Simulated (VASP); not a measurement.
Here is a VASP 6.6.1 calculation.

Contents of INCAR:

```
SYSTEM = InP
ALGO     = Normal         ! electronic algorithm
EDIFF    = 1E-8           ! SCF threshold, eV
ENCUT    = 520            ! plane-wave cutoff, eV
GGA      = PS             ! functional
IBRION   = 8              ! ionic algorithm
ISIF     = 2              ! what is computed and relaxed
ISMEAR   = -1             ! smearing method
LASPH    = .TRUE.         ! aspherical terms in the spheres
LCHARG   = .FALSE.        ! write CHGCAR
LREAL    = .FALSE.        ! projectors in reciprocal space
LWAVE    = .FALSE.        ! write WAVECAR
NELM     = 100            ! most SCF steps
NSW      = 1              ! ionic steps
PREC     = Accurate       ! precision mode
SIGMA    = 0.15           ! smearing width, eV
```

KPOINTS

```
k-points
0
G
  14 14 14
  0 0 0
```

Contents of POSCAR:

```
InP
1.0
    0.0000000000      2.6392146710      2.6392146710
    2.6392146710      0.0000000000      2.6392146710
    2.6392146710      2.6392146710      0.0000000000
In P
1 1
Direct
    0.0000000000      0.0000000000      0.0000000000
    0.5000000000      0.5000000000      0.5000000000
```

Potentials or basis: VASP PAW PBE potentials, release 64 (In_d, P).

Launch:

```console
$ cat potpaw_PBE.64/In_d/POTCAR potpaw_PBE.64/P/POTCAR > POTCAR
$ mpirun -np 1 vasp_std > vasp.out
```

Problem. Predict the highest phonon frequency at Γ, LO-TO splitting left out.

Solution. 229 cm⁻¹.

Phonon frequencies in cm⁻¹ (negative: imaginary):
| q point | frequencies |
| --- | --- |
| (0.000, 0.000, 0.000) | 0 0 0 229 229 229 |

Caveat: the cell wasn't relaxed at this level first, which shifts response properties.
